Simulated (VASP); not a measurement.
## BN: single point with PBEsol+D3(BJ)

The system is BN.

```
B N
1.0
     2.53600    0.00000    0.00000
    -1.26800    2.19624    0.00000
     0.00000    0.00000    4.19900
B N
2 2
Direct
  0.66667 0.33333 0.00000
  0.33333 0.66667 0.50000
  0.66667 0.33333 0.37500
  0.33333 0.66667 0.87500
```

- Program: VASP 6.6.1
- Task: single point
- Functional: PBEsol
- Dispersion: D3(BJ)
- Potentials or basis: VASP PAW PBE potentials, release 64 (B, N)
- Cutoff: 520 eV
- k mesh: 8 × 8 × 4
- Occupations: gaussian, width 0.01 eV
- Spin: no spin polarisation
- Dipole correction: no
- Further INCAR settings: ALGO = Normal; EDIFF = 1e-06; NBANDS = 16

* Pressure: -1.5 GPa
* Largest force: 0.062 eV/Å
* Band gap on the k mesh: 5.30 eV, indirect (least direct gap 8.25 eV)
* Dispersion energy per atom: -0.145 eV

Forces in eV/Å, atoms in the order of the input:
```
B    0.000  0.000  0.062
B    0.000  0.000  0.062
N    0.000  0.000 -0.062
N    0.000  0.000 -0.062
```

Stress tensor (GPa, compression positive):
```
-1.08  0.00  0.00
 0.00 -1.08  0.00
 0.00  0.00 -2.19
```

Levels at points of the mesh, in eV from the valence-band top:
| k point | band 6 | band 7 | band 8 | band 9 | band 10 | band 11 |
| --- | --- | --- | --- | --- | --- | --- |
| (0.00, 0.00, 0.00) | -0.25 | 0.00 | 0.00 | 8.37 | 8.37 | 8.55 |
| (0.50, 0.00, 0.00) | -5.06 | -4.51 | -2.15 | 6.61 | 7.85 | 10.62 |
| (0.00, 0.00, 0.50) | -1.19 | -1.19 | -1.19 | 9.54 | 9.54 | 9.93 |
| (0.50, 0.00, 0.50) | -3.83 | -3.61 | -3.61 | 6.48 | 6.48 | 10.00 |

Run time: 5.5 s on 1 thread of Intel Xeon 6975P-C, on a shared host, peak memory 0.15 GiB.

Caveat: three body term missing; the PAW data sets were made with another functional, which shifts forces and pressure a little. PBEsol gaps usually lie below the measured ones, often by a third to a half.
